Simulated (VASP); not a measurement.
Wanted: the native input for a VASP 6.6.1 run.

```
Task                   : single point
Functional             : PBE
Potentials or basis    : VASP PAW PBE potentials, release 64 (Si, N)
Cutoff                 : 520 eV
k mesh                 : 6 × 6 × 4
Occupations            : gaussian, width 0.1 eV
Spin                   : no spin polarisation
Dipole correction      : no
Further INCAR settings : ALGO = Normal; EDIFF = 1e-06; NBANDS = 22
```

The structure of Si5N lies in POSCAR:

```
Si5N
1.0
    5.0928537700      0.0000000000      0.0000000000
   -2.5464268800      4.4105407400      0.0000000000
    0.0000000000      0.0000000000      4.7090932700
Si N
5 1
Direct
    0.6666666700      0.3333333300      0.0000000000
    0.3333333300      0.6666666700      0.0000000000
    0.0000000000      0.3230609900      0.5000000000
    0.6769390100      0.6769390100      0.5000000000
    0.3230609900      0.0000000000      0.5000000000
    0.0000000000      0.0000000000      0.0000000000
```

One way to write it, as run:

INCAR

```
PREC = Accurate ; ENCUT = 520
EDIFF = 1E-6 ; ISMEAR = 0
SIGMA = 0.1 ; LREAL = F
LASPH = T ; NELM = 100
ALGO = Normal ; ISIF = 2
LWAVE = F ; LCHARG = F
GGA = PE ; NBANDS = 22
```

KPOINTS

```
Automatic mesh
0
Gamma
  6 6 4
```

Potentials or basis: VASP PAW PBE potentials, release 64 (Si, N).

Launch:

```console
$ cat potpaw_PBE.64/Si/POTCAR potpaw_PBE.64/N/POTCAR > POTCAR
$ mpirun -np 1 vasp_std > vasp.out
```

Results of the run:

The pressure is -16.8 GPa. The largest force is 0.214 eV/Å.

Wall time 52 s on 1 thread of Intel(R) Xeon(R) Platinum 8375C CPU @ 2.90GHz (Ice Lake), on a shared host, peak memory 0.23 GiB.
